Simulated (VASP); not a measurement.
# CdS (sol) (P6_3mc) in VASP: further runs

Runs on CdS (sol). Level: PBEsol. Tasks: single point.

All numbers are computed with VASP 6.6.1; they aren't measurements. Logs are shortened: lines on timing, memory, paths and dates and some standing lists are left out, and cuts for length are marked.

## 1. The cell of the first run

Symmetry: P6_3mc, No. 186, hexagonal system. The conventional cell has a = 4.125 Å, b = 4.125 Å, c = 6.708 Å, α = 90.00°, β = 90.00°, γ = 120.00°. Cd (site symmetry 3m) has 4 S at 2.52 to 2.53 Å within 3.3 Å. Within 3.3 Å of S (site symmetry 3m) lie 4 Cd at 2.52 to 2.53 Å.

## 2. Single point, PBEsol

Input file INCAR:

```
PREC = Accurate ; ENCUT = 500
EDIFF = 1E-6 ; ISMEAR = 0
SIGMA = 0.02 ; LREAL = F
LASPH = T ; NELM = 120
ALGO = Normal ; ISIF = 2
LWAVE = F ; LCHARG = F
GGA = PS ; NBANDS = 26
GGA_COMPAT = F
```

Input file KPOINTS:

```
regular mesh
0
Gamma
  6 6 4
```

Input file POSCAR:

```
CdS
1.0
    4.1246903130      0.0000000000      0.0000000000
   -2.0623451565      3.5720865938      0.0000000000
    0.0000000000      0.0000000000      6.7075866286
Cd S
2 2
Direct
    0.3333333333      0.6666666667      0.0001629549
    0.6666666667      0.3333333333      0.5001629549
    0.3333333333      0.6666666667      0.3768370451
    0.6666666667      0.3333333333      0.8768370451
```

Potentials or basis: VASP PAW PBE potentials, release 64 (Cd, S).

On the command line:

```console
cat potpaw_PBE.64/Cd/POTCAR potpaw_PBE.64/S/POTCAR > POTCAR
mpirun -np 1 vasp_std > vasp.out
```

OUTCAR:

```text
PREC = Accurate
   ENCUT = 500
   EDIFF = 1E-6
   ISMEAR = 0
   LREAL = F
   LASPH = T
   NELM = 120
   ISIF = 2
   GGA = PS

 ion  position               nearest neighbor table
   1  0.333  0.667  0.000-   4 2.52   4 2.52   4 2.52   3 2.53
   2  0.667  0.333  0.500-   3 2.52   3 2.52   3 2.52   4 2.53
   3  0.333  0.667  0.377-   2 2.52   2 2.52   2 2.52   1 2.53
   4  0.667  0.333  0.877-   1 2.52   1 2.52   1 2.52   2 2.53

  LATTYP: Found a hexagonal cell.
 ALAT       =     4.1246903130
 C/A-ratio  =     1.6262036952

  Lattice vectors:

 A1 = (   4.1246903130,   0.0000000000,   0.0000000000)
 A2 = (  -2.0623451565,   3.5720865938,   0.0000000000)
 A3 = (   0.0000000000,   0.0000000000,   6.7075866286)

Analysis of symmetry for initial positions (statically):
=====================================================================
 Subroutine PRICEL returns:
 Original cell was already a primitive cell.

 Routine SETGRP: Setting up the symmetry group for a
 hexagonal supercell.

 Subroutine GETGRP returns: Found 12 space group operations
 (whereof  6 operations were pure point group operations)
 out of a pool of 24 trial point group operations.

The static configuration has the point symmetry C_3v.
 The point group associated with its full space group is C_6v.

Analysis of symmetry for dynamics (positions and initial velocities):
=====================================================================
 Subroutine PRICEL returns:
 Original cell was already a primitive cell.

 Routine SETGRP: Setting up the symmetry group for a
 hexagonal supercell.

 Subroutine GETGRP returns: Found 12 space group operations
 (whereof  6 operations were pure point group operations)
 out of a pool of 24 trial point group operations.

The dynamic configuration has the point symmetry C_3v.
 The point group associated with its full space group is C_6v.

 Subroutine INISYM returns: Found 12 space group operations
 (whereof  6 operations are pure point group operations),
 and found     1 'primitive' translations

----------------------------------------------------------------------------------------

                                     Primitive cell

[... 84 lines left out ...]
   ISPIN  =      1    spin polarized calculation?
   LNONCOLLINEAR =      F non collinear calculations
   LSORBIT =      F    spin-orbit coupling
   LASPH  =      T    aspherical Exc in radial PAW
   ENCUT  =  500.0 eV  36.75 Ry    6.06 a.u.   7.52  7.52 12.23*2*pi/ulx,y,z
   NELM   =    120;   NELMIN=  2; NELMDL= -5     # of ELM steps
   EDIFF  = 0.1E-05   stopping-criterion for ELM
   LREAL  =      F    real-space projection
   EDIFFG = 0.1E-04   stopping-criterion for IOM
   NSW    =      0    number of steps for IOM
   IBRION =     -1    ionic relax: 0-MD 1-quasi-New 2-CG
   NFREE  =      0    steps in history (QN), initial steepest desc. (CG)
   ISIF   =      2    stress and relaxation
   ISYM   =      2    0-nonsym 1-usesym 2-fastsym
   POTIM  = 0.5000    time-step for ionic-motion
   TEBEG  =    0.0;   TEEND  =   0.0 temperature during run
   PSTRESS=    0.0 pullay stress
   NELECT =      36.0000    total number of electrons
   NUPDOWN=      -1.0000    fix difference up-down
   EMIN   =  10.00;   EMAX   =-10.00  energy-range for DOS
   EFERMI =   0.00;   METHOD = LEGACY
   ISMEAR =     0;   SIGMA  =   0.02  broadening in eV -4-tet -1-fermi 0-gaus
   EFERMI_NEDOS =   21; number of points for ismear=-14 and -15
   IALGO  =     38    algorithm
   IMIX   =      4    mixing-type and parameters
     AMIX     =   0.40;   BMIX     =  1.00
     AMIX_MAG =   1.60;   BMIX_MAG =  1.00
  volume/ion in A,a.u.               =      24.71       166.73
  Fermi-wavevector in a.u.,A,eV,Ry     =   1.169183  2.209435 18.599010  1.366989
  Thomas-Fermi vector in A             =   2.305659
   LORBIT       =      0    0 simple, 1 ext, 2 COOP (PROOUT), +10 PAW based schemes
   GGA     = PS    functional components
   LHFCALC =     F    Hartree Fock is set to
   AEXX    =    0.0000 exact exchange contribution
   IVDW    =     0    specifies the selected vdW correction
   LEPSILON=     F    determine dielectric tensor
   LRPA    =     F    only Hartree local field effects (RPA)
 non-spin polarized calculation
 Gauss-broadening in eV      SIGMA  =   0.02
  energy-cutoff  :      500.00
  volume of cell :       98.83
 maximum number of plane-waves:      2539
   NGX = 15   NGY = 15   NGZ = 25

 number of electron      35.9999993 magnetization

 Free energy of the ion-electron system (eV)
  ---------------------------------------------------
  ext. energy  EPLUGINS =         0.00000000
  ---------------------------------------------------
  free energy    TOTEN  =       -13.62993766 eV

  energy without entropy =      -13.62993766  energy(sigma->0) =      -13.62993766

 E-fermi :   1.3296     XC(G=0):  -9.3891

 val. band max:        1.2460486897   @ k =   0.0000   0.0000   0.0000
 cond. band min:       2.3431283161   @ k =   0.0000   0.0000   0.0000
 fundamental gap:      1.0970796264
 Fermi energy:         1.3295696032

 k-point     1 :       0.0000    0.0000    0.0000
  band No.  band energies     occupation
      1     -11.1671      2.00000
      2     -10.7171      2.00000
      3      -6.4778      2.00000
      4      -6.4712      2.00000
      5      -6.4712      2.00000
      6      -6.3849      2.00000
[... 598 lines left out ...]
     25      10.4653      0.00000
     26      10.4654      0.00000

------------------------ aborting loop because EDIFF is reached ----------------------------------------

  FORCE on cell =-STRESS in cart. coord.  units (eV):
  Direction    XX          YY          ZZ          XY          YZ          ZX
  --------------------------------------------------------------------------------------
  -------------------------------------------------------------------------------------
  Total        0.2407127      0.2407127      0.2442441      0.0000000      0.0000000      0.0000000
  in kB        3.9023835      3.9023835      3.9596345      0.0000000      0.0000000      0.0000000
  external PRESSURE =       3.9214672 kB  Pullay stress =       0.0000000 kB

 VOLUME and BASIS-vectors are now :
 -----------------------------------------------------------------------------
  energy-cutoff  :      500.00
  volume of cell :       98.83
      direct lattice vectors                 reciprocal lattice vectors
     4.124690313  0.000000000  0.000000000     0.242442444  0.139974210  0.000000000
    -2.062345157  3.572086594  0.000000000     0.000000000  0.279948421  0.000000000
     0.000000000  0.000000000  6.707586629     0.000000000  0.000000000  0.149084918

 POSITION                                       TOTAL-FORCE (eV/Angst)
 -----------------------------------------------------------------------------------
     -0.00000      2.38139      0.00109        -0.000000     -0.000000      0.002219
      2.06235      1.19070      3.35489        -0.000000      0.000000      0.002219
     -0.00000      2.38139      2.52767        -0.000000     -0.000000     -0.002219
      2.06235      1.19070      5.88146         0.000000      0.000000     -0.002219
 -----------------------------------------------------------------------------------
    total drift:                               -0.000000      0.000000      0.000429

  FREE ENERGIE OF THE ION-ELECTRON SYSTEM (eV)
  ---------------------------------------------------
  free  energy   TOTEN  =       -13.6299376573 eV

  energy  without entropy=      -13.6299376573  energy(sigma->0) =      -13.62993766
```

Wall time 27 s (1 thread of Intel Xeon 6975P-C (Granite Rapids), shared host); peak memory 0.21 GiB.

Results:

* Free energy: -13.6299 eV
* Pressure: 0.4 GPa
* Band gap on the k mesh: 1.10 eV, direct

Forces in eV/Å, atoms in the order of the input:
```
Cd   0.000  0.000  0.002
Cd   0.000  0.000  0.002
S    0.000  0.000 -0.002
S    0.000  0.000 -0.002
```

Levels at points of the mesh, in eV from the valence-band top:
| k point | band 15 | band 16 | band 17 | band 18 | band 19 | band 20 | band 21 | band 22 |
| --- | --- | --- | --- | --- | --- | --- | --- | --- |
| (0.00, 0.00, 0.00) | -0.78 | -0.05 | 0.00 | 0.00 | 1.10 | 2.68 | 6.37 | 6.37 |
| (0.50, 0.00, 0.00) | -2.73 | -1.94 | -1.35 | -0.78 | 3.64 | 3.76 | 4.97 | 6.34 |
| (0.00, 0.00, 0.50) | -0.40 | -0.40 | -0.40 | -0.40 | 2.76 | 2.76 | 6.07 | 6.07 |
| (0.50, 0.00, 0.50) | -1.39 | -1.39 | -1.37 | -1.37 | 3.36 | 3.36 | 5.27 | 5.27 |

Caveat: the PAW data sets were made with another functional, which shifts forces and pressure a little.

## 3. Single point, PBEsol

Input file INCAR:

```
  PREC = Accurate
  ENCUT = 500
  EDIFF = 1E-6
  ISMEAR = 0
  SIGMA = 0.01
  LREAL = False
  LASPH = True
  NELM = 120
  ALGO = Normal
  ISIF = 2
  LWAVE = False
  LCHARG = False
  GGA = PS
  NBANDS = 26
  GGA_COMPAT = False
```

Input file KPOINTS:

```
Automatic mesh
0
Gamma
  6 6 4
```

POSCAR is that of step 2.

Potentials or basis: VASP PAW PBE potentials, release 64 (Cd, S).

On the command line:

```console
cat potpaw_PBE.64/Cd/POTCAR potpaw_PBE.64/S/POTCAR > POTCAR
mpirun -np 1 vasp_std > vasp.out
```

OUTCAR:

```text
PREC = Accurate
   ENCUT = 500
   EDIFF = 1E-6
   ISMEAR = 0
   LREAL = False
   LASPH = True
   NELM = 120
   ISIF = 2
   GGA = PS

 ion  position               nearest neighbor table
   1  0.333  0.667  0.000-   4 2.52   4 2.52   4 2.52   3 2.53
   2  0.667  0.333  0.500-   3 2.52   3 2.52   3 2.52   4 2.53
   3  0.333  0.667  0.377-   2 2.52   2 2.52   2 2.52   1 2.53
   4  0.667  0.333  0.877-   1 2.52   1 2.52   1 2.52   2 2.53

  LATTYP: Found a hexagonal cell.
 ALAT       =     4.1246903130
 C/A-ratio  =     1.6262036952

  Lattice vectors:

 A1 = (   4.1246903130,   0.0000000000,   0.0000000000)
 A2 = (  -2.0623451565,   3.5720865938,   0.0000000000)
 A3 = (   0.0000000000,   0.0000000000,   6.7075866286)

Analysis of symmetry for initial positions (statically):
=====================================================================
 Subroutine PRICEL returns:
 Original cell was already a primitive cell.

 Routine SETGRP: Setting up the symmetry group for a
 hexagonal supercell.

 Subroutine GETGRP returns: Found 12 space group operations
 (whereof  6 operations were pure point group operations)
 out of a pool of 24 trial point group operations.

The static configuration has the point symmetry C_3v.
 The point group associated with its full space group is C_6v.

Analysis of symmetry for dynamics (positions and initial velocities):
=====================================================================
 Subroutine PRICEL returns:
 Original cell was already a primitive cell.

 Routine SETGRP: Setting up the symmetry group for a
 hexagonal supercell.

 Subroutine GETGRP returns: Found 12 space group operations
 (whereof  6 operations were pure point group operations)
 out of a pool of 24 trial point group operations.

The dynamic configuration has the point symmetry C_3v.
 The point group associated with its full space group is C_6v.

 Subroutine INISYM returns: Found 12 space group operations
 (whereof  6 operations are pure point group operations),
 and found     1 'primitive' translations
[... 113 lines left out ...]
   IMIX   =      4    mixing-type and parameters
     AMIX     =   0.40;   BMIX     =  1.00
     AMIX_MAG =   1.60;   BMIX_MAG =  1.00
  volume/ion in A,a.u.               =      24.71       166.73
  Fermi-wavevector in a.u.,A,eV,Ry     =   1.169183  2.209435 18.599010  1.366989
  Thomas-Fermi vector in A             =   2.305659
   LORBIT       =      0    0 simple, 1 ext, 2 COOP (PROOUT), +10 PAW based schemes
   GGA     = PS    functional components
   LHFCALC =     F    Hartree Fock is set to
   AEXX    =    0.0000 exact exchange contribution
   IVDW    =     0    specifies the selected vdW correction
   LEPSILON=     F    determine dielectric tensor
   LRPA    =     F    only Hartree local field effects (RPA)
 non-spin polarized calculation
 Gauss-broadening in eV      SIGMA  =   0.01
  energy-cutoff  :      500.00
  volume of cell :       98.83
 maximum number of plane-waves:      2539
   NGX = 15   NGY = 15   NGZ = 25

 number of electron      35.9999993 magnetization

 Free energy of the ion-electron system (eV)
  ---------------------------------------------------
  ext. energy  EPLUGINS =         0.00000000
  ---------------------------------------------------
  free energy    TOTEN  =       -13.62993766 eV

  energy without entropy =      -13.62993766  energy(sigma->0) =      -13.62993766

 E-fermi :   1.3296     XC(G=0):  -9.3891

 val. band max:        1.2460486898   @ k =   0.0000   0.0000   0.0000
 cond. band min:       2.3431283161   @ k =   0.0000   0.0000   0.0000
 fundamental gap:      1.0970796263
 Fermi energy:         1.3295696032

 k-point     1 :       0.0000    0.0000    0.0000
  band No.  band energies     occupation
      1     -11.1671      2.00000
      2     -10.7171      2.00000
      3      -6.4778      2.00000
      4      -6.4712      2.00000
      5      -6.4712      2.00000
      6      -6.3849      2.00000
[... 598 lines left out ...]
     25      10.4653      0.00000
     26      10.4654      0.00000

------------------------ aborting loop because EDIFF is reached ----------------------------------------

  FORCE on cell =-STRESS in cart. coord.  units (eV):
  Direction    XX          YY          ZZ          XY          YZ          ZX
  --------------------------------------------------------------------------------------
  -------------------------------------------------------------------------------------
  Total        0.2407127      0.2407127      0.2442441      0.0000000      0.0000000      0.0000000
  in kB        3.9023834      3.9023834      3.9596345      0.0000000      0.0000000      0.0000000
  external PRESSURE =       3.9214671 kB  Pullay stress =       0.0000000 kB

 VOLUME and BASIS-vectors are now :
 -----------------------------------------------------------------------------
  energy-cutoff  :      500.00
  volume of cell :       98.83
      direct lattice vectors                 reciprocal lattice vectors
     4.124690313  0.000000000  0.000000000     0.242442444  0.139974210  0.000000000
    -2.062345157  3.572086594  0.000000000     0.000000000  0.279948421  0.000000000
     0.000000000  0.000000000  6.707586629     0.000000000  0.000000000  0.149084918

 POSITION                                       TOTAL-FORCE (eV/Angst)
 -----------------------------------------------------------------------------------
     -0.00000      2.38139      0.00109         0.000000      0.000000      0.002219
      2.06235      1.19070      3.35489        -0.000000     -0.000000      0.002219
     -0.00000      2.38139      2.52767         0.000000     -0.000000     -0.002219
      2.06235      1.19070      5.88146        -0.000000      0.000000     -0.002219
 -----------------------------------------------------------------------------------
    total drift:                               -0.000000      0.000000      0.000429

  FREE ENERGIE OF THE ION-ELECTRON SYSTEM (eV)
  ---------------------------------------------------
  free  energy   TOTEN  =       -13.6299376572 eV

  energy  without entropy=      -13.6299376572  energy(sigma->0) =      -13.62993766
```

OSZICAR:

```text
N       E                     dE             d eps       ncg     rms          rms(c)
DAV:   1     0.240440240702E+03    0.24044E+03   -0.17172E+04  1092   0.123E+03
DAV:   2    -0.150111100511E+01   -0.24194E+03   -0.23380E+03  1206   0.315E+02
DAV:   3    -0.144984893805E+02   -0.12997E+02   -0.12916E+02  1318   0.734E+01
DAV:   4    -0.146244616608E+02   -0.12597E+00   -0.12588E+00  1222   0.701E+00
DAV:   5    -0.146263295820E+02   -0.18679E-02   -0.18678E-02  1282   0.846E-01    0.111E+01
DAV:   6    -0.136605522603E+02    0.96578E+00   -0.18009E+00  1458   0.151E+01    0.874E+00
DAV:   7    -0.136382245799E+02    0.22328E-01   -0.66208E-01  1152   0.443E+00    0.378E+00
DAV:   8    -0.136313283981E+02    0.68962E-02   -0.91122E-02  1188   0.305E+00    0.513E-01
DAV:   9    -0.136298668764E+02    0.14615E-02   -0.15009E-02  1210   0.156E+00    0.151E-01
DAV:  10    -0.136298399116E+02    0.26965E-04   -0.11069E-03  1200   0.360E-01    0.888E-02
DAV:  11    -0.136298825926E+02   -0.42681E-04   -0.13721E-04  1274   0.733E-02    0.711E-02
DAV:  12    -0.136299389162E+02   -0.56324E-04   -0.81857E-05  1120   0.455E-02    0.442E-02
DAV:  13    -0.136299369991E+02    0.19171E-05   -0.14706E-05  1290   0.290E-02    0.690E-03
DAV:  14    -0.136299376572E+02   -0.65814E-06   -0.11089E-06   888   0.108E-02
   1 F= -.13629938E+02 E0= -.13629938E+02  d E =-.396961E-34
```

stdout:

```text
POSCAR found type information on POSCAR CdS
 POSCAR found :  2 types and       4 ions
 scaLAPACK will be used
 -----------------------------------------------------------------------------
|                                                                             |
|                                                                             |
|     You enforced a specific xc type in the INCAR file but a different       |
|     I HOPE YOU KNOW WHAT YOU ARE DOING!                                     |
|                                                                             |
 -----------------------------------------------------------------------------

 LDA part: xc-table for (Slater+PW92), standard interpolation
 POSCAR, INCAR and KPOINTS ok, starting setup
 FFT: planning ... GRIDC
 FFT: planning ... GRID_SOFT
 FFT: planning ... GRID
 WAVECAR not read
 entering main loop
```

Wall time 28 s (1 thread of Intel Xeon 6975P-C (Granite Rapids), shared host); peak memory 0.21 GiB.

Results:

```
Free energy            : -13.6299 eV
Pressure               : 0.4 GPa
Band gap on the k mesh : 1.10 eV, direct
```

Forces in eV/Å, atoms in the order of the input:
```
Cd   0.000  0.000  0.002
Cd   0.000  0.000  0.002
S    0.000  0.000 -0.002
S    0.000  0.000 -0.002
```

Levels at points of the mesh, in eV from the valence-band top:
```
           k point  band 15  band 16  band 17  band 18  band 19  band 20  band 21  band 22
(0.00, 0.00, 0.00)    -0.78    -0.05     0.00     0.00     1.10     2.68     6.37     6.37
(0.50, 0.00, 0.00)    -2.73    -1.94    -1.35    -0.78     3.64     3.76     4.97     6.34
(0.00, 0.00, 0.50)    -0.40    -0.40    -0.40    -0.40     2.76     2.76     6.07     6.07
(0.50, 0.00, 0.50)    -1.39    -1.39    -1.37    -1.37     3.36     3.36     5.27     5.27
```

Caveat: the PAW data sets were made with another functional, which shifts forces and pressure a little.

## 4. Single point, PBEsol

Input file INCAR:

```
SYSTEM = CdS
PREC = Accurate
ENCUT = 500
EDIFF = 1E-6
ISMEAR = 0
SIGMA = 0.01
LREAL = .FALSE.
LASPH = .TRUE.
NELM = 120
ALGO = Normal
ISIF = 2
LWAVE = .FALSE.
LCHARG = .FALSE.
GGA = PS
NBANDS = 26
GGA_COMPAT = .FALSE.
```

Input file KPOINTS:

```
Automatic mesh
0
G
  6 6 4
  0 0 0
```

POSCAR is that of step 3.

On the command line:

```console
cat potpaw_PBE.64/Cd/POTCAR potpaw_PBE.64/S/POTCAR > POTCAR
mpirun -np 1 vasp_std > vasp.out
```

Run time: 27 s. Hardware: 1 thread of Intel Xeon 6975P-C (Granite Rapids), shared host; peak memory 0.21 GiB.

The run converged. Its results:

* Free energy: -13.6299 eV
* Pressure: 0.4 GPa
* Band gap on the k mesh: 1.10 eV, direct

Forces in eV/Å, atoms in the order of the input:
```
Cd   0.000  0.000  0.002
Cd   0.000  0.000  0.002
S    0.000  0.000 -0.002
S    0.000  0.000 -0.002
```

Levels at points of the mesh, in eV from the valence-band top:
```
           k point  band 15  band 16  band 17  band 18  band 19  band 20  band 21  band 22
(0.00, 0.00, 0.00)    -0.78    -0.05     0.00     0.00     1.10     2.68     6.37     6.37
(0.50, 0.00, 0.00)    -2.73    -1.94    -1.35    -0.78     3.64     3.76     4.97     6.34
(0.00, 0.00, 0.50)    -0.40    -0.40    -0.40    -0.40     2.76     2.76     6.07     6.07
(0.50, 0.00, 0.50)    -1.39    -1.39    -1.37    -1.37     3.36     3.36     5.27     5.27
```

Caveat: the PAW data sets were made with another functional, which shifts forces and pressure a little.
